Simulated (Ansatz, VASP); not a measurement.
Te2Mo: VASP beside Ansatz

```xyz
3
Lattice="3.5166 0.0000 0.0000 -1.7583 3.0454 0.0000 0.0000 0.0000 7.7815" Properties=species:S:1:pos:R:3 pbc="T T T"
Te    0.0000    2.0303    5.9788
Te    0.0000    2.0303    1.8028
Mo    0.0000    0.0000    0.0000
```

Change from the starting cell: hydrostatic strain -0.6%.

Alike in both runs: task single point; functional PBE; k mesh 12 × 12 × 4; occupations fermi-dirac, width 0.02 eV; no spin polarisation.

|  | VASP | Ansatz |
| --- | --- | --- |
| version | VASP 6.6.1 | Ansatz 0.2.0 |
| potentials or method | VASP PAW PBE potentials, release 64 (Te, Mo_sv) | plane waves, PAW |
| plane-wave cutoff (eV) | 520 | 420 |
| valence electrons in the cell | 26 | 46 |

Ansatz gave:

- gap on the k mesh at the Fermi level (eV): 1.04
- pressure (GPa): 2.5
- traceless stress, the component that is largest in VASP (GPa): 0.38
- rms of the force components (eV/Å): 0.093

Question: Estimate VASP's values.

Answer: gap on the k mesh at the Fermi level (eV): 1.04; pressure (GPa): 2.5; traceless stress, the component that is largest in VASP (GPa): 0.44; rms of the force components (eV/Å): 0.099.

Atom by atom the forces differ by 0.006 eV/Å (rms over components). VASP's potentials hold 26 valence electrons a cell and Ansatz's 46, so a difference there can come from the potentials and not from the codes.

Spin-orbit coupling is off throughout.
